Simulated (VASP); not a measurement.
Set up this calculation in VASP 6.6.1, as the native input.

- Task: single point
- Functional: PBEsol
- Potentials or basis: VASP PAW PBE potentials, release 64 (B, Bi_d)
- Cutoff: 500 eV
- k mesh: 6 × 6 × 4
- Occupations: fermi-dirac, width 0.05 eV
- Spin: no spin polarisation
- Dipole correction: no
- Further INCAR settings: ALGO = Normal; EDIFF = 1e-06; NBANDS = 86

The structure of BiB lies in POSCAR:

```
BiB
1.0
    7.7433753480      0.0402012943      0.0009788867
   -3.8370241579      6.7259618089      0.0033830747
   -0.0007852517     -0.0036971357      6.5671761822
B Bi
8 8
Direct
    0.1953361539      0.3470020921      0.1786257662
    0.3262677863      0.1613878726      0.6786261045
    0.1796677973      0.8353260395      0.1788964323
    0.3419347638      0.6730568314      0.6789048103
    0.6848507326      0.3301365880      0.3390558270
    0.8367438986      0.1782431691      0.8390586649
    0.6679903619      0.8196620955      0.1786271800
    0.8536025007      0.6887249357      0.6786232244
    0.3347468748      0.1624168033      0.3123345182
    0.1868486774      0.3459641963      0.8123389112
    0.3445742503      0.6704132498      0.3140466489
    0.1770183574      0.8379674013      0.8140377937
    0.8422944501      0.1727050160      0.1975687513
    0.6793132148      0.3356833372      0.6975652253
    0.8525734103      0.6802459954      0.3123353884
    0.6690255406      0.8281399253      0.8123392829
```

One way to write it, as run:

INCAR

```
SYSTEM = BiB
PREC = Accurate
ENCUT = 500
EDIFF = 1E-6
ISMEAR = -1
SIGMA = 0.05
LREAL = .False.
LASPH = .True.
NELM = 120
ALGO = Normal
ISIF = 2
LWAVE = .False.
LCHARG = .True.
GGA = PS
LVHAR = .True.
NBANDS = 86
GGA_COMPAT = .False.
KPAR = 4
```

KPOINTS

```
Automatic mesh
0
Gamma
  6 6 4
  0 0 0
```

Potentials or basis: VASP PAW PBE potentials, release 64 (B, Bi_d).

Command:

```console
$ cat potpaw_PBE.64/B/POTCAR potpaw_PBE.64/Bi_d/POTCAR > POTCAR
$ mpirun -np 4 vasp_std > vasp.out
```

It gave:

The pressure is 0.0 GPa. The largest force is 0.005 eV/Å and the band gap on the k mesh is 0.21 eV (least direct gap 0.43 eV).

Caveat: the PAW data sets were made with another functional, which shifts forces and pressure a little; spin-orbit coupling is left out, which moves the levels of the heavy elements.

It took 9 min on 4 MPI ranks on Intel(R) Xeon(R) Platinum 8488C (Sapphire Rapids) (shared host), peak memory 1.3 GiB a rank.
